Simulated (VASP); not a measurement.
TiO2:

```
Ti O
1.0
     3.38855    0.00000    0.00000
     0.00000    3.38855    0.00000
     0.00000    0.00000    5.34158
Ti O
2 4
Direct
  0.50000 0.50000 0.50000
  0.00000 0.00000 0.00000
  0.00000 0.50000 0.65682
  0.50000 0.00000 0.84318
  0.50000 0.00000 0.34318
  0.00000 0.50000 0.15682
```

* Program: VASP 6.6.1
* Task: relaxation of cell and atoms
* Functional: PBEsol
* Potentials or basis: VASP PAW PBE potentials, release 64 (Ti_sv, O)
* Cutoff: 600 eV
* k mesh: 8 × 8 × 4
* Occupations: fermi-dirac, width 0.02 eV
* Spin: no spin polarisation

At the start: pressure -6.5 GPa; volume 10.22 Å³/atom.

Task: Where does the relaxation end?

Result: Over 10 steps the energy falls by 13.1 meV/atom and the volume is 9.65 Å³/atom (-5.6 %); space group P4_2/nmc (No. 137, to 0.05 Å).

Step by step:
| step | energy change (eV) | largest force (eV/Å) | pressure (GPa) | volume (Å³) |
| --- | --- | --- | --- | --- |
| 1 | 0.0000 | 0.0054 | -6.52 | 61.33 |
| 2 | 0.0106 | 0.5153 | 8.30 | 57.72 |
| 3 | -0.0364 | 0.2296 | -0.01 | 59.60 |
| 4 | -0.0498 | 0.2036 | 0.02 | 59.26 |
| 5 | -0.0737 | 0.1385 | 0.49 | 58.25 |
| 6 | -0.0752 | 0.1152 | 0.82 | 57.84 |
| 7 | -0.0750 | 0.0928 | -2.18 | 58.29 |
| 8 | -0.0780 | 0.0122 | -0.68 | 58.06 |
| 9 | -0.0777 | 0.0167 | 0.85 | 57.69 |
| 10 | -0.0789 | 0.0012 | 0.06 | 57.89 |

Final structure:
```
CELL_PARAMETERS angstrom
3.36464 0.00000 0.00000
0.00000 3.36464 0.00000
0.00000 0.00000 5.11339
ATOMIC_POSITIONS crystal
Ti 0.50000 0.50000 0.50000
Ti 0.00000 0.00000 0.00000
O 0.00000 0.50000 0.66866
O 0.50000 0.00000 0.83134
O 0.50000 0.00000 0.33134
O 0.00000 0.50000 0.16866
```

Caveat: the PAW data sets were made with another functional, which shifts forces and pressure a little.
